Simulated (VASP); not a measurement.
# AlN (F-43m) in VASP: settings compared

Aim: see how the results for AlN move with the level of theory and the settings. Levels: PBE, r2SCAN. Tasks: single point.

All numbers are computed with VASP 6.6.1; they aren't measurements. Logs are shortened: lines on timing, memory, paths and dates and some standing lists are left out, and cuts for length are marked.

## 1. The cell of the first run

It takes space group F-43m (No. 216, cubic). Conventional cell: a = 4.419 Å, b = 4.419 Å, c = 4.419 Å, α = 90.00°, β = 90.00°, γ = 90.00°. Al (site symmetry -43m) has 4 N at 1.91 Å within 2.5 Å. Within 2.5 Å of N (site symmetry -43m) lie 4 Al at 1.91 Å.

## 2. Single point, PBE

INCAR

```
SYSTEM = AlN
PREC     = Accurate       ! precision mode
ENCUT    = 520            ! plane-wave cutoff, eV
EDIFF    = 1E-6           ! SCF threshold, eV
ISMEAR   = 0              ! smearing method
SIGMA    = 0.02           ! smearing width, eV
LREAL    = .False.        ! projectors in reciprocal space
LASPH    = .True.         ! aspherical terms in the spheres
NELM     = 60             ! most SCF steps
ALGO     = Normal         ! electronic algorithm
ISIF     = 2              ! what is computed and relaxed
LWAVE    = .False.        ! write WAVECAR
LCHARG   = .False.        ! write CHGCAR
GGA      = PE             ! functional
NBANDS   = 11             ! bands
```

KPOINTS

```
Automatic mesh
0
Gamma
  10 10 10
  0 0 0
```

POSCAR

```
AlN
1.0
    0.0000000000      2.2095150007      2.2095150007
    2.2095150007      0.0000000000      2.2095150007
    2.2095150007      2.2095150007      0.0000000000
Al N
1 1
Direct
    0.0000000000      0.0000000000      0.0000000000
    0.7500000000      0.7500000000      0.7500000000
```

Potentials or basis: VASP PAW PBE potentials, release 64 (Al, N).

Run with:

```console
$ cat potpaw_PBE.64/Al/POTCAR potpaw_PBE.64/N/POTCAR > POTCAR
$ mpirun -np 1 vasp_std > vasp.out
```

OUTCAR:

```text
SYSTEM = AlN
   PREC = Accurate
   ENCUT = 520
   EDIFF = 1E-6
   ISMEAR = 0
   LREAL = .False.
   LASPH = .True.
   NELM = 60
   ISIF = 2
   GGA = PE

 ion  position               nearest neighbor table
   1  0.000  0.000  0.000-   2 1.91   2 1.91   2 1.91   2 1.91
   2  0.750  0.750  0.750-   1 1.91   1 1.91   1 1.91   1 1.91

  LATTYP: Found a face centered cubic cell.
 ALAT       =     4.4190300014

  Lattice vectors:

 A1 = (   0.0000000000,   2.2095150007,   2.2095150007)
 A2 = (   2.2095150007,   0.0000000000,   2.2095150007)
 A3 = (   2.2095150007,   2.2095150007,   0.0000000000)

Analysis of symmetry for initial positions (statically):
=====================================================================
 Subroutine PRICEL returns:
 Original cell was already a primitive cell.

 Routine SETGRP: Setting up the symmetry group for a
 face centered cubic supercell.

 Subroutine GETGRP returns: Found 24 space group operations
 (whereof 24 operations were pure point group operations)
 out of a pool of 48 trial point group operations.

The static configuration has the point symmetry T_d .

Analysis of symmetry for dynamics (positions and initial velocities):
=====================================================================
 Subroutine PRICEL returns:
 Original cell was already a primitive cell.

 Routine SETGRP: Setting up the symmetry group for a
 face centered cubic supercell.

 Subroutine GETGRP returns: Found 24 space group operations
 (whereof 24 operations were pure point group operations)
 out of a pool of 48 trial point group operations.

The dynamic configuration has the point symmetry T_d .

 Subroutine INISYM returns: Found 24 space group operations
 (whereof 24 operations are pure point group operations),
 and found     1 'primitive' translations

----------------------------------------------------------------------------------------

                                     Primitive cell

  volume of cell :      21.5735

  direct lattice vectors                    reciprocal lattice vectors
     0.000000000  2.209515001  2.209515001    -0.226294006  0.226294006  0.226294006
     2.209515001  0.000000000  2.209515001     0.226294006 -0.226294006  0.226294006
     2.209515001  2.209515001  0.000000000     0.226294006  0.226294006 -0.226294006

  length of vectors
     3.124726080  3.124726080  3.124726080     0.391952715  0.391952715  0.391952715

  position of ions in fractional coordinates (direct lattice)
     0.000000000  0.000000000  0.000000000
     0.750000000  0.750000000  0.750000000

[... 85 lines left out ...]
   TEBEG  =    0.0;   TEEND  =   0.0 temperature during run
   PSTRESS=    0.0 pullay stress
   NELECT =       8.0000    total number of electrons
   NUPDOWN=      -1.0000    fix difference up-down
   EMIN   =  10.00;   EMAX   =-10.00  energy-range for DOS
   EFERMI =   0.00;   METHOD = LEGACY
   ISMEAR =     0;   SIGMA  =   0.02  broadening in eV -4-tet -1-fermi 0-gaus
   EFERMI_NEDOS =   21; number of points for ismear=-14 and -15
   IALGO  =     38    algorithm
   IMIX   =      4    mixing-type and parameters
     AMIX     =   0.40;   BMIX     =  1.00
     AMIX_MAG =   1.60;   BMIX_MAG =  1.00
  volume/ion in A,a.u.               =      10.79        72.79
  Fermi-wavevector in a.u.,A,eV,Ry     =   1.176155  2.222611 18.821490  1.383340
  Thomas-Fermi vector in A             =   2.312524
   LORBIT       =      0    0 simple, 1 ext, 2 COOP (PROOUT), +10 PAW based schemes
   GGA     = PE    functional components
   LHFCALC =     F    Hartree Fock is set to
   AEXX    =    0.0000 exact exchange contribution
   IVDW    =     0    specifies the selected vdW correction
   LEPSILON=     F    determine dielectric tensor
   LRPA    =     F    only Hartree local field effects (RPA)
 non-spin polarized calculation
 Gauss-broadening in eV      SIGMA  =   0.02
  energy-cutoff  :      520.00
  volume of cell :       21.57
 maximum number of plane-waves:       589
   NGX = 11   NGY = 11   NGZ = 11

 number of electron       8.0000001 magnetization

 Free energy of the ion-electron system (eV)
  ---------------------------------------------------
  ext. energy  EPLUGINS =         0.00000000
  ---------------------------------------------------
  free energy    TOTEN  =       -14.84566742 eV

  energy without entropy =      -14.84566742  energy(sigma->0) =      -14.84566742

 E-fermi :   5.8053     XC(G=0): -10.7825

 val. band max:        5.6458157474   @ k =   0.0000   0.0000   0.0000
 cond. band min:       8.9447199099   @ k =   0.5000   0.5000   0.0000
 fundamental gap:      3.2989041625
 Fermi energy:         5.8052999740

 k-point     1 :       0.0000    0.0000    0.0000
  band No.  band energies     occupation
      1      -9.1356      2.00000
      2       5.6458      2.00000
      3       5.6458      2.00000
      4       5.6458      2.00000
      5       9.5365      0.00000
      6      17.8646      0.00000
      7      17.8646      0.00000
      8      17.8646      0.00000
      9      23.0568      0.00000
     10      23.0568      0.00000
     11      24.3922      0.00000
[... 309 lines left out ...]
 k-point    24 :       0.4000    0.3000    0.0000
  band No.  band energies     occupation
      1      -7.2224      2.00000
      2       1.5673      2.00000
      3       3.9816      2.00000
      4       4.2721      2.00000
      5      10.4831      0.00000
      6      14.9436      0.00000
      7      17.4929      0.00000
      8      19.8533      0.00000
      9      20.3369      0.00000
     10      26.5609      0.00000
     11      28.6078      0.00000

 [... further k-points ...]

------------------------ aborting loop because EDIFF is reached ----------------------------------------

  FORCE on cell =-STRESS in cart. coord.  units (eV):
  Direction    XX          YY          ZZ          XY          YZ          ZX
  --------------------------------------------------------------------------------------
  -------------------------------------------------------------------------------------
  Total       -0.3124825     -0.3124825     -0.3124825      0.0000000      0.0000000      0.0000000
  in kB      -23.2068070    -23.2068070    -23.2068070      0.0000000      0.0000000      0.0000000
  external PRESSURE =     -23.2068070 kB  Pullay stress =       0.0000000 kB

 VOLUME and BASIS-vectors are now :
 -----------------------------------------------------------------------------
  energy-cutoff  :      520.00
  volume of cell :       21.57
      direct lattice vectors                 reciprocal lattice vectors
     0.000000000  2.209515001  2.209515001    -0.226294006  0.226294006  0.226294006
     2.209515001  0.000000000  2.209515001     0.226294006 -0.226294006  0.226294006
     2.209515001  2.209515001  0.000000000     0.226294006  0.226294006 -0.226294006

 POSITION                                       TOTAL-FORCE (eV/Angst)
 -----------------------------------------------------------------------------------
      0.00000      0.00000      0.00000         0.000000      0.000000      0.000000
      3.31427      3.31427      3.31427        -0.000000     -0.000000     -0.000000
 -----------------------------------------------------------------------------------
    total drift:                               -0.000000     -0.000000      0.000000

  FREE ENERGIE OF THE ION-ELECTRON SYSTEM (eV)
  ---------------------------------------------------
  free  energy   TOTEN  =       -14.8456674187 eV

  energy  without entropy=      -14.8456674187  energy(sigma->0) =      -14.84566742
```

OSZICAR:

```text
N       E                     dE             d eps       ncg     rms          rms(c)
DAV:   1     0.113121629438E+02    0.11312E+02   -0.40106E+03  1066   0.614E+02
DAV:   2    -0.162053627892E+02   -0.27518E+02   -0.26730E+02  1252   0.135E+02
DAV:   3    -0.171566611962E+02   -0.95130E+00   -0.94998E+00  1255   0.241E+01
DAV:   4    -0.171619489861E+02   -0.52878E-02   -0.52874E-02  1189   0.196E+00
DAV:   5    -0.171620186437E+02   -0.69658E-04   -0.69657E-04  1244   0.214E-01    0.846E+00
DAV:   6    -0.148534986120E+02    0.23085E+01   -0.11984E+01  1215   0.171E+01    0.279E+00
DAV:   7    -0.148522664258E+02    0.12322E-02   -0.15737E-01  1133   0.317E+00    0.202E+00
DAV:   8    -0.148471936475E+02    0.50728E-02   -0.30312E-02  1118   0.164E+00    0.599E-01
DAV:   9    -0.148456112922E+02    0.15824E-02   -0.45302E-03  1250   0.398E-01    0.235E-01
DAV:  10    -0.148456569338E+02   -0.45642E-04   -0.47822E-04  1124   0.140E-01    0.163E-02
DAV:  11    -0.148456676621E+02   -0.10728E-04   -0.11699E-05  1229   0.255E-02    0.174E-02
DAV:  12    -0.148456674187E+02    0.24346E-06   -0.75089E-07   709   0.633E-03
   1 F= -.14845667E+02 E0= -.14845667E+02  d E =-.819500E-32
```

stdout:

```text
POSCAR found type information on POSCAR AlN
 POSCAR found :  2 types and       2 ions
 scaLAPACK will be used
 LDA part: xc-table for (Slater+PW92), standard interpolation
 POSCAR, INCAR and KPOINTS ok, starting setup
 FFT: planning ... GRIDC
 FFT: planning ... GRID_SOFT
 FFT: planning ... GRID
 WAVECAR not read
 entering main loop
```

Run time: 6.8 s. Hardware: 1 thread of Intel Xeon Platinum 8259CL at 2.50GHz (Skylake/Cascade Lake), shared host; peak memory 0.13 GiB.

What came out:

| Quantity | Value |
| --- | --- |
| Free energy | -14.8457 eV |
| Pressure | -2.3 GPa |
| Band gap on the k mesh | 3.30 eV (least direct gap 3.89 eV) |

## 3. Single point, r2SCAN

This run uses another cell than the first one, of 10.67 Å³/atom.

POSCAR

```
AlN
1.0
    0.0000000000      2.2015871044      2.2015871044
    2.2015871044      0.0000000000      2.2015871044
    2.2015871044      2.2015871044      0.0000000000
Al N
1 1
Direct
    0.0000000000      0.0000000000      0.0000000000
    0.7500000000      0.7500000000      0.7500000000
```

INCAR.step1

```
PREC = Accurate
ENCUT = 520
ISMEAR = 0
SIGMA = 0.02
LREAL = F
LASPH = T
NELM = 100
NBANDS = 11
GGA = PE
ALGO = Normal
EDIFF = 1E-4
LWAVE = T
LCHARG = F
```

INCAR.step2

```
PREC = Accurate
ENCUT = 520
EDIFF = 1E-6
ISMEAR = 0
SIGMA = 0.02
LREAL = F
LASPH = T
NELM = 100
ALGO = Normal
ISIF = 2
LWAVE = F
LCHARG = T
METAGGA = R2SCAN
LMIXTAU = T
LELF = T
LVHAR = T
NBANDS = 11
ISTART = 1
```

KPOINTS

```
Automatic mesh
0
Gamma
  10 10 10
```

Potentials or basis: VASP PAW PBE potentials, release 64 (Al, N).

Run with:

```console
$ cat potpaw_PBE.64/Al/POTCAR potpaw_PBE.64/N/POTCAR > POTCAR
$ cp INCAR.step1 INCAR
$ mpirun -np 1 vasp_std > vasp.out
$ cp INCAR.step2 INCAR
$ mpirun -np 1 vasp_std > vasp.out
```

Run time: 49 s. Hardware: 1 thread of AMD EPYC 7R43 (Zen 3), shared host; peak memory 0.1 GiB.

The run converged. Its results:

| Item | Value |
| --- | --- |
| Free energy | -19.1720 eV |
| Pressure | -5.0 GPa |
| Band gap on the k mesh | 3.92 eV (least direct gap 4.67 eV) |

Levels at points of the mesh, in eV from the valence-band top:
```tsv
k point	band 1	band 2	band 3	band 4	band 5	band 6	band 7	band 8
(0.00, 0.00, 0.00)	-15.60	0.00	0.00	0.00	4.67	13.28	13.28	13.28
(0.50, 0.00, 0.00)	-13.66	-5.79	-0.48	-0.48	7.98	10.65	11.79	11.79
(0.50, 0.50, 0.00)	-13.05	-4.88	-1.78	-1.78	3.92	9.32	14.86	16.64
```

Caveat: the cell stands under tension; the PAW data sets were made with another functional, which shifts forces and pressure a little.

## 4. Single point, PBE

This run uses another cell than the first one: it holds 12 atoms, not 2.

INCAR

```
  PREC = Accurate
  ENCUT = 520
  EDIFF = 1E-6
  ISMEAR = 0
  SIGMA = 0.05
  LREAL = False
  LASPH = True
  NELM = 80
  ALGO = Normal
  ISIF = 2
  LWAVE = False
  LCHARG = False
  GGA = PE
  NBANDS = 36
```

KPOINTS

```
Automatic mesh
0
Gamma
  8 8 2
```

POSCAR

```
AlN
1.0
    2.2015871003     -2.2015871003      0.0000000000
    2.2015871003      0.0000000000     -2.2015871003
    8.8063484012      8.8063484012      8.8063484012
Al N
6 6
Direct
    1.0000000000      0.0000000000      0.5000000000
    0.3333333333      0.3333333333      0.3333333333
    0.6666666667      0.6666666667      0.6666666667
    1.0000000000      1.0000000000      0.0000000000
    0.3333333333      0.3333333333      0.8333333333
    0.6666666667      0.6666666667      0.1666666667
    0.6666666667      0.6666666667      0.5416666667
    1.0000000000      0.0000000000      0.3750000000
    0.3333333333      0.3333333333      0.7083333333
    0.6666666667      0.6666666667      0.0416666667
    0.0000000000      0.0000000000      0.8750000000
    0.3333333333      0.3333333333      0.2083333333
```

Run with:

```console
$ cat potpaw_PBE.64/Al/POTCAR potpaw_PBE.64/N/POTCAR > POTCAR
$ mpirun -np 1 vasp_std > vasp.out
```

It took 69 s on 1 thread of Intel Xeon Platinum 8259CL at 2.50GHz (Skylake/Cascade Lake), shared host; peak memory 0.27 GiB.

The run converged. Its results:

| Item | Value |
| --- | --- |
| Free energy | -89.0842 eV |
| Pressure | -0.3 GPa |
| Band gap on the k mesh | 3.31 eV |

Levels at points of the mesh, in eV from the valence-band top:
```
           k point  band 21  band 22  band 23  band 24  band 25  band 26  band 27  band 28
(0.00, 0.00, 0.00)    -0.13     0.00     0.00     0.00     3.98     5.41     5.41     6.80
(0.50, 0.00, 0.00)    -0.85    -0.85    -0.48    -0.48     3.31     4.64     4.64     7.07
(0.00, 0.00, 0.50)    -0.04    -0.04    -0.04    -0.04     4.48     4.48     6.25     6.25
(0.50, 0.00, 0.50)    -0.80    -0.80    -0.58    -0.58     3.70     3.70     5.82     5.82
```

## 5. Single point, PBE

This run uses another cell than the first one: it holds 12 atoms, not 2.

INCAR

```
ALGO = Normal
EDIFF = 1E-6
ENCUT = 520
GGA = PE
ISIF = 2
ISMEAR = 0
LASPH = T
LCHARG = F
LREAL = F
LWAVE = F
NBANDS = 36
NELM = 100
PREC = Accurate
SIGMA = 0.05
```

KPOINTS

```
k-points
0
Gamma
  5 7 3
```

POSCAR

```
AlN
1.0
    4.4031742006      0.0000000000      0.0000000000
    0.0000000000      2.2015871003     -2.2015871003
    0.0000000000      6.6047613009      6.6047613009
Al N
6 6
Direct
    0.0000000000      0.0000000000      0.3333333333
    0.5000000000      0.5000000000      0.5000000000
    0.0000000000      0.0000000000      0.6666666667
    0.5000000000      0.5000000000      0.8333333333
    0.0000000000      0.0000000000      1.0000000000
    0.5000000000      0.5000000000      0.1666666667
    0.7500000000      0.0000000000      0.5000000000
    0.2500000000      0.5000000000      0.6666666667
    0.7500000000      0.0000000000      0.8333333333
    0.2500000000      0.5000000000      1.0000000000
    0.7500000000      0.0000000000      0.1666666667
    0.2500000000      0.5000000000      0.3333333333
```

Run with:

```console
$ cat potpaw_PBE.64/Al/POTCAR potpaw_PBE.64/N/POTCAR > POTCAR
$ mpirun -np 1 vasp_std > vasp.out
```

Wall time 81 s (1 thread of Intel Xeon Platinum 8259CL at 2.50GHz (Skylake/Cascade Lake), shared host); peak memory 0.26 GiB.

Results (log left out):

```yaml
Free_energy: -89.0841 eV
Pressure: -0.3 GPa
Band_gap_on_the_k_mesh: 3.31 eV
```

Levels at points of the mesh, in eV from the valence-band top:
```csv
k point,band 22,band 23,band 24,band 25,band 26,band 27
"(0.00, 0.00, 0.00)",0.00,0.00,0.00,3.31,3.98,6.00
```

Caveat: an odd mesh through Γ misses points on the zone boundary, where band edges can lie.

## 6. The runs side by side

| level | cell | k mesh | smearing | gap on the mesh (eV) | pressure (GPa) |
| --- | --- | --- | --- | --- | --- |
| PBE | a = 3.125 Å, angles 60.0°, 2 atoms, atomic positions A | 10 × 10 × 10 | gaussian 0.02 eV | 3.30 | -2.3 |
| r2SCAN | a = 3.114 Å, angles 60.0°, 2 atoms, atomic positions A | 10 × 10 × 10 | gaussian 0.02 eV | 3.92 | -5.0 |
| PBE | a = 3.114, b = 3.114, c = 15.253 Å, angles 90.0, 90.0, 60.0°, 12 atoms, atomic positions B | 8 × 8 × 2 | gaussian 0.05 eV | 3.31 | -0.3 |
| PBE | a = 4.403, b = 3.114, c = 9.341 Å, 12 atoms, atomic positions C | 5 × 7 × 3 | gaussian 0.05 eV | 3.31 | -0.3 |

Alike in all rows: task single point; potentials or basis VASP PAW PBE potentials, release 64 (Al, N); no spin polarisation; cutoff (eV) 520.

Caveats: the cell stands under tension (at least some runs); the PAW data sets were made with another functional, which shifts forces and pressure a little (at least some runs); an odd mesh through Γ misses points on the zone boundary, where band edges can lie (at least some runs).

Absolute energies hang on the potentials; compare differences alone.
